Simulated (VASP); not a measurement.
Crystal: Bi.

```
CELL_PARAMETERS angstrom
2.26750 1.30914 3.93800
-2.26750 1.30914 3.93800
0.00000 -2.61828 3.93800
ATOMIC_POSITIONS crystal
Bi 0.23400 0.23400 0.23400
Bi 0.76600 0.76600 0.76600
```

```yaml
Program: VASP 6.6.1
Task: relaxation of cell and atoms
Functional: r2SCAN
Potentials_or_basis: VASP PAW PBE potentials, release 64 (Bi_d)
Cutoff: 600 eV
k_mesh: 12 × 12 × 12
Occupations: gaussian, width 0.1 eV
Spin: no spin polarisation
```

At the start: pressure 1.3 GPa; volume 35.07 Å³/atom.

Q: Where does the relaxation end?

A: Over 10 steps the energy falls by 7.2 meV/atom and the volume is 36.69 Å³/atom (+4.6 %); space group R-3m (No. 166, to 0.1 Å) before and after.

The path:
| step | energy change (eV) | largest force (eV/Å) | pressure (GPa) | volume (Å³) |
| --- | --- | --- | --- | --- |
| 1 | 0.0000 | 0.0514 | 1.32 | 70.14 |
| 2 | -0.0055 | 0.1721 | -0.72 | 73.12 |
| 3 | -0.0080 | 0.0936 | -0.03 | 72.03 |
| 4 | -0.0098 | 0.0826 | -0.02 | 72.19 |
| 5 | -0.0133 | 0.0457 | 0.05 | 72.67 |
| 6 | -0.0126 | 0.0490 | 0.29 | 73.57 |
| 7 | -0.0142 | 0.0040 | 0.14 | 73.07 |
| 8 | -0.0140 | 0.0368 | -0.27 | 73.87 |
| 9 | -0.0143 | 0.0158 | -0.01 | 73.36 |
| 10 | -0.0144 | 0.0009 | 0.00 | 73.38 |

Final structure:
```yaml
crystal:
  lattice:
    - [2.26626, 1.30842, 4.12462]
    - [-2.26626, 1.30842, 4.12462]
    - [0.00000, -2.61685, 4.12462]
  atoms:
    - { symbol: Bi, position: [0.23169, 0.23169, 0.23169] }
    - { symbol: Bi, position: [0.76831, 0.76831, 0.76831] }
```

Caveat: the PAW data sets were made with another functional, which shifts forces and pressure a little.
